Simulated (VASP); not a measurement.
TaPb:

```
CELL_PARAMETERS angstrom
0.00000 2.79826 2.79826
2.79826 0.00000 2.79826
2.79826 2.79826 0.00000
ATOMIC_POSITIONS crystal
Ta 0.00000 0.00000 0.00000
Pb 0.25000 0.25000 0.25000
```

The cell was built from a structure type or drawn by symmetry, and may not be a known phase.

```yaml
Program: VASP 6.6.1
Task: relaxation of cell and atoms
Functional: PBE
Potentials_or_basis: VASP PAW PBE potentials, release 64 (Ta_pv, Pb_d)
Cutoff: 600 eV
k_mesh: 6 × 6 × 6
Occupations: gaussian, width 0.1 eV
Spin: no spin polarisation
```

At the start: pressure 62.9 GPa; volume 21.91 Å³/atom.

Problem. How do energy, volume and symmetry change on relaxing?

Solution. Over 7 steps the energy falls by 1505.7 meV/atom and the volume is 33.25 Å³/atom (+51.7 %); space group F-43m (No. 216, to 0.1 Å) before and after.

Step by step:
```csv
step,energy change (eV),largest force (eV/Å),pressure (GPa),volume (Å³)
1,0.0000,0.0000,62.89,43.82
2,0.7421,0.0000,-7.39,124.13
3,-1.2704,0.0000,-8.78,98.80
4,-2.5118,0.0000,-7.77,82.90
5,-2.9317,0.0000,5.53,61.30
6,-3.0012,0.0000,-1.64,68.26
7,-3.0114,0.0000,-0.16,66.49
```

Final structure:
```
Ta Pb
1.0
     0.00000    3.21546    3.21546
     3.21546    0.00000    3.21546
     3.21546    3.21546    0.00000
Ta Pb
1 1
Direct
  0.00000 0.00000 0.00000
  0.25000 0.25000 0.25000
```

Caveat: the volume moved by over 15 % at a fixed basis, so the end points are rough.
